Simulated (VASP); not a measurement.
# LuGe3O (Pm-3m) in VASP: a series of runs

The runs below take LuGe3O through single point, with PBE.

Everything below comes from runs of VASP 6.6.1. Logs are shortened: lines on timing, memory, paths and dates and some standing lists are left out, and cuts for length are marked.

**1. The cell of the first run**

Symmetry: Pm-3m, No. 221, cubic system. The conventional cell has a = 4.398 Å, b = 4.398 Å, c = 4.398 Å, α = 90.00°, β = 90.00°, γ = 90.00°. Within 4.1 Å of Lu (site symmetry m-3m) lie 12 Ge at 3.11 Å and 8 O at 3.81 Å. Ge (site symmetry 4/mmm) has 2 O at 2.20 Å within 2.9 Å. Within 2.9 Å of O (site symmetry m-3m) lie 6 Ge at 2.20 Å.

**2. Single point, PBE**

INCAR

```
SYSTEM = LuGe3O
  PREC = Accurate
  ENCUT = 520
  EDIFF = 1E-6
  ISMEAR = 0
  SIGMA = 0.1
  LREAL = .FALSE.
  LASPH = .TRUE.
  NELM = 60
  ALGO = Normal
  ISIF = 2
  LWAVE = .FALSE.
  LCHARG = .TRUE.
  GGA = PE
  LELF = .TRUE.
  LVHAR = .TRUE.
  NBANDS = 44
```

KPOINTS

```
regular mesh
0
G
  4 4 4
  0 0 0
```

POSCAR

```
LuGe3O
1.0
    4.3975458500      0.0000000000      0.0000000000
    0.0000000000      4.3975458500      0.0000000000
    0.0000000000      0.0000000000      4.3975458500
Lu Ge O
1 3 1
Direct
    0.0000000000      0.0000000000      0.0000000000
    0.0000000000      0.5000000000      0.5000000000
    0.5000000000      0.0000000000      0.5000000000
    0.5000000000      0.5000000000      0.0000000000
    0.5000000000      0.5000000000      0.5000000000
```

Potentials or basis: VASP PAW PBE potentials, release 64 (Lu, Ge_d, O).

Run with:

```bash
$ cat potpaw_PBE.64/Lu/POTCAR potpaw_PBE.64/Ge_d/POTCAR potpaw_PBE.64/O/POTCAR > POTCAR
$ mpirun -np 1 vasp_std > vasp.out
```

OUTCAR:

```text
SYSTEM = LuGe3O
   PREC = Accurate
   ENCUT = 520
   EDIFF = 1E-6
   ISMEAR = 0
   LREAL = .FALSE.
   LASPH = .TRUE.
   NELM = 60
   ISIF = 2
   GGA = PE

 ion  position               nearest neighbor table
   1  0.000  0.000  0.000-   2 3.11   3 3.11   4 3.11   2 3.11   3 3.11   2 3.11   4 3.11   2 3.11
                             3 3.11   4 3.11   3 3.11   4 3.11
   2  0.000  0.500  0.500-   5 2.20   5 2.20   1 3.11   1 3.11   1 3.11   1 3.11
   3  0.500  0.000  0.500-   5 2.20   5 2.20   1 3.11   1 3.11   1 3.11   1 3.11
   4  0.500  0.500  0.000-   5 2.20   5 2.20   1 3.11   1 3.11   1 3.11   1 3.11
   5  0.500  0.500  0.500-   2 2.20   3 2.20   4 2.20   4 2.20   3 2.20   2 2.20

  LATTYP: Found a simple cubic cell.
 ALAT       =     4.3975458500

  Lattice vectors:

 A1 = (   4.3975458500,   0.0000000000,   0.0000000000)
 A2 = (   0.0000000000,   4.3975458500,   0.0000000000)
 A3 = (   0.0000000000,   0.0000000000,   4.3975458500)

Analysis of symmetry for initial positions (statically):
=====================================================================
 Subroutine PRICEL returns:
 Original cell was already a primitive cell.

 Routine SETGRP: Setting up the symmetry group for a
 simple cubic supercell.

 Subroutine GETGRP returns: Found 48 space group operations
[... 9 lines left out ...]

 Routine SETGRP: Setting up the symmetry group for a
 simple cubic supercell.

 Subroutine GETGRP returns: Found 48 space group operations
[... 11 lines left out ...]
                                     Primitive cell

  volume of cell :      85.0415

  direct lattice vectors                    reciprocal lattice vectors
     4.397545850  0.000000000  0.000000000     0.227399562  0.000000000  0.000000000
     0.000000000  4.397545850  0.000000000     0.000000000  0.227399562  0.000000000
     0.000000000  0.000000000  4.397545850     0.000000000  0.000000000  0.227399562

  length of vectors
     4.397545850  4.397545850  4.397545850     0.227399562  0.227399562  0.227399562

  position of ions in fractional coordinates (direct lattice)
     0.000000000  0.000000000  0.000000000
     0.000000000  0.500000000  0.500000000
     0.500000000  0.000000000  0.500000000
     0.500000000  0.500000000  0.000000000
     0.500000000  0.500000000  0.500000000

  ion indices of the primitive-cell ions
   primitive index   ion index
                 1           1
                 2           2
                 3           3
                 4           4
[... 56 lines left out ...]
   ENCUT  =  520.0 eV  38.22 Ry    6.18 a.u.   8.18  8.18  8.18*2*pi/ulx,y,z
   NELM   =     60;   NELMIN=  2; NELMDL= -5     # of ELM steps
   EDIFF  = 0.1E-05   stopping-criterion for ELM
   LREAL  =      F    real-space projection
   EDIFFG = 0.1E-04   stopping-criterion for IOM
   NSW    =      0    number of steps for IOM
   IBRION =     -1    ionic relax: 0-MD 1-quasi-New 2-CG
   NFREE  =      0    steps in history (QN), initial steepest desc. (CG)
   ISIF   =      2    stress and relaxation
   ISYM   =      2    0-nonsym 1-usesym 2-fastsym
   POTIM  = 0.5000    time-step for ionic-motion
   TEBEG  =    0.0;   TEEND  =   0.0 temperature during run
   PSTRESS=    0.0 pullay stress
   NELECT =      73.0000    total number of electrons
   NUPDOWN=      -1.0000    fix difference up-down
   EMIN   =  10.00;   EMAX   =-10.00  energy-range for DOS
   EFERMI =   0.00;   METHOD = LEGACY
   ISMEAR =     0;   SIGMA  =   0.10  broadening in eV -4-tet -1-fermi 0-gaus
   EFERMI_NEDOS =   21; number of points for ismear=-14 and -15
   IALGO  =     38    algorithm
   IMIX   =      4    mixing-type and parameters
     AMIX     =   0.40;   BMIX     =  1.00
     AMIX_MAG =   1.60;   BMIX_MAG =  1.00
  volume/ion in A,a.u.               =      17.01       114.78
  Fermi-wavevector in a.u.,A,eV,Ry     =   1.555866  2.940160 32.935864  2.420718
  Thomas-Fermi vector in A             =   2.659745
   LORBIT       =      0    0 simple, 1 ext, 2 COOP (PROOUT), +10 PAW based schemes
   GGA     = PE    functional components
   LHFCALC =     F    Hartree Fock is set to
   AEXX    =    0.0000 exact exchange contribution
   IVDW    =     0    specifies the selected vdW correction
   LEPSILON=     F    determine dielectric tensor
   LRPA    =     F    only Hartree local field effects (RPA)
 non-spin polarized calculation
 Gauss-broadening in eV      SIGMA  =   0.10
  energy-cutoff  :      520.00
  volume of cell :       85.04
 maximum number of plane-waves:      2320
 NGX is ok and might be reduce to    36
   NGX = 17   NGY = 17   NGZ = 17

 number of electron      73.0000045 magnetization

 Free energy of the ion-electron system (eV)
  ---------------------------------------------------
  ext. energy  EPLUGINS =         0.00000000
  ---------------------------------------------------
  free energy    TOTEN  =       -24.78209424 eV

  energy without entropy =      -24.76520696  energy(sigma->0) =      -24.77365060

 E-fermi :   5.6232     XC(G=0): -11.5871

 val. band max:        5.5679793746   @ k =   0.5000   0.0000   0.0000
 cond. band min:       5.6923060195   @ k =   0.2500   0.0000   0.0000
 fundamental gap:      0.1243266449
 Fermi energy:         5.6232369804

 k-point     1 :       0.0000    0.0000    0.0000
  band No.  band energies     occupation
      1     -50.2947      2.00000
      2     -20.9663      2.00000
      3     -20.9663      2.00000
      4     -20.9663      2.00000
      5     -18.9230      2.00000
      6     -18.7548      2.00000
[... 459 lines left out ...]
     43      10.6945      0.00000
     44      11.2054      0.00000

------------------------ aborting loop because EDIFF is reached ----------------------------------------

  FORCE on cell =-STRESS in cart. coord.  units (eV):
  Direction    XX          YY          ZZ          XY          YZ          ZX
  --------------------------------------------------------------------------------------
  -------------------------------------------------------------------------------------
  Total        1.3336410      1.3336410      1.3336410     -0.0000000     -0.0000000      0.0000000
  in kB       25.1257127     25.1257127     25.1257127     -0.0000000     -0.0000000      0.0000000
  external PRESSURE =      25.1257127 kB  Pullay stress =       0.0000000 kB

 VOLUME and BASIS-vectors are now :
 -----------------------------------------------------------------------------
  energy-cutoff  :      520.00
  volume of cell :       85.04
      direct lattice vectors                 reciprocal lattice vectors
     4.397545850  0.000000000  0.000000000     0.227399562  0.000000000  0.000000000
     0.000000000  4.397545850  0.000000000     0.000000000  0.227399562  0.000000000
     0.000000000  0.000000000  4.397545850     0.000000000  0.000000000  0.227399562

 POSITION                                       TOTAL-FORCE (eV/Angst)
 -----------------------------------------------------------------------------------
      0.00000      0.00000      0.00000         0.000000      0.000000      0.000000
      0.00000      2.19877      2.19877         0.000000      0.000000      0.000000
      2.19877      0.00000      2.19877         0.000000      0.000000      0.000000
      2.19877      2.19877      0.00000         0.000000      0.000000      0.000000
      2.19877      2.19877      2.19877         0.000000      0.000000      0.000000
 -----------------------------------------------------------------------------------
    total drift:                                0.000000      0.000000      0.000000

  FREE ENERGIE OF THE ION-ELECTRON SYSTEM (eV)
  ---------------------------------------------------
  free  energy   TOTEN  =       -24.7820942366 eV

  energy  without entropy=      -24.7652069640  energy(sigma->0) =      -24.77365060
```

OSZICAR:

```text
N       E                     dE             d eps       ncg     rms          rms(c)
DAV:   1     0.700955114675E+03    0.70096E+03   -0.31788E+04  1156   0.526E+03
DAV:   2     0.117173464506E+03   -0.58378E+03   -0.56393E+03   944   0.966E+02
DAV:   3    -0.130106573265E+02   -0.13018E+03   -0.12790E+03   908   0.248E+02
DAV:   4    -0.257737371078E+02   -0.12763E+02   -0.12600E+02  1160   0.790E+01
DAV:   5    -0.263093076008E+02   -0.53557E+00   -0.53154E+00  1356   0.147E+01    0.955E+00
DAV:   6    -0.248319686810E+02    0.14773E+01   -0.90250E+00  1372   0.310E+01    0.419E+00
DAV:   7    -0.248036957298E+02    0.28273E-01   -0.20635E+00  1108   0.673E+00    0.253E+00
DAV:   8    -0.248412670612E+02   -0.37571E-01   -0.99699E-01  1324   0.432E+00    0.176E+00
DAV:   9    -0.247783336814E+02    0.62933E-01   -0.30439E-01  1268   0.312E+00    0.160E-01
DAV:  10    -0.247818755665E+02   -0.35419E-02   -0.35934E-02  1004   0.722E-01    0.992E-02
DAV:  11    -0.247820925271E+02   -0.21696E-03   -0.16624E-03  1332   0.208E-01    0.381E-02
DAV:  12    -0.247820987754E+02   -0.62483E-05   -0.10027E-04  1264   0.124E-01    0.133E-02
DAV:  13    -0.247820997811E+02   -0.10056E-05   -0.68737E-05  1192   0.617E-02    0.192E-02
DAV:  14    -0.247820947125E+02    0.50685E-05   -0.13530E-05   944   0.232E-02    0.849E-03
DAV:  15    -0.247820942366E+02    0.47588E-06   -0.58212E-06   800   0.107E-02
   1 F= -.24782094E+02 E0= -.24773651E+02  d E =-.168873E-01
```

stdout:

```text
POSCAR found type information on POSCAR LuGeO
 POSCAR found :  3 types and       5 ions
 scaLAPACK will be used
 LDA part: xc-table for (Slater+PW92), standard interpolation
 POSCAR, INCAR and KPOINTS ok, starting setup
 FFT: planning ... GRIDC
 FFT: planning ... GRID_SOFT
 FFT: planning ... GRID
 WAVECAR not read
 entering main loop
```

Wall time 44 s (1 thread of Intel Xeon Platinum 8488C (Sapphire Rapids), shared host); peak memory 0.23 GiB.

What came out:

```
Free energy : -24.7821 eV
Pressure    : 2.5 GPa
```

Caveat: spin-orbit coupling is left out, which moves the levels of the heavy elements; an odd number of electrons without spin polarisation forces a metal; a magnetic or distorted state may lie lower.

**3. Single point, PBE**

This run uses another cell than the first one, of 17.55 Å³/atom, 1.032 times its volume.

INCAR

```
SYSTEM = LuGe3O
PREC = Accurate ; ENCUT = 520
EDIFF = 1E-6 ; ISMEAR = 0
SIGMA = 0.1 ; LREAL = .False.
LASPH = .True. ; NELM = 80
ALGO = Normal ; ISIF = 2
LWAVE = .False. ; LCHARG = .False.
GGA = PE ; NBANDS = 44
```

KPOINTS

```
Automatic mesh
0
Gamma
  8 8 8
  0 0 0
```

Edit POSCAR of step 2 so:

```diff
@@ -2,5 +2,5 @@
 1.0
-    4.3975458500      0.0000000000      0.0000000000
-    0.0000000000      4.3975458500      0.0000000000
-    0.0000000000      0.0000000000      4.3975458500
+    4.4437078526      0.0000000000      0.0000000000
+    0.0000000000      4.4437078526      0.0000000000
+    0.0000000000      0.0000000000      4.4437078526
 Lu Ge O
```

Potentials or basis: VASP PAW PBE potentials, release 64 (Lu, Ge_d, O).

Run with:

```bash
$ cat potpaw_PBE.64/Lu/POTCAR potpaw_PBE.64/Ge_d/POTCAR potpaw_PBE.64/O/POTCAR > POTCAR
$ mpirun -np 1 vasp_std > vasp.out
```

It took 1.9 min on 1 thread of Intel Xeon Platinum 8488C (Sapphire Rapids), shared host; peak memory 0.29 GiB.

The run converged. Its results:

```yaml
Free_energy: -24.8980 eV
Pressure: 0.2 GPa
```

Levels at points of the mesh, in eV from the Fermi level:
```tsv
k point	band 34	band 35	band 36	band 37	band 38	band 39
(0.00, 0.00, 0.00)	0.07	0.07	0.07	1.95	1.95	1.95
(0.50, 0.00, 0.00)	-1.83	-0.52	-0.52	-0.36	-0.36	-0.23
(0.50, 0.50, 0.00)	-1.96	-1.42	-1.42	0.46	0.46	1.76
(0.50, 0.50, 0.50)	-1.84	-1.84	-1.84	0.07	0.32	3.61
```

Caveat: spin-orbit coupling is left out, which moves the levels of the heavy elements; an odd number of electrons without spin polarisation forces a metal; a magnetic or distorted state may lie lower.
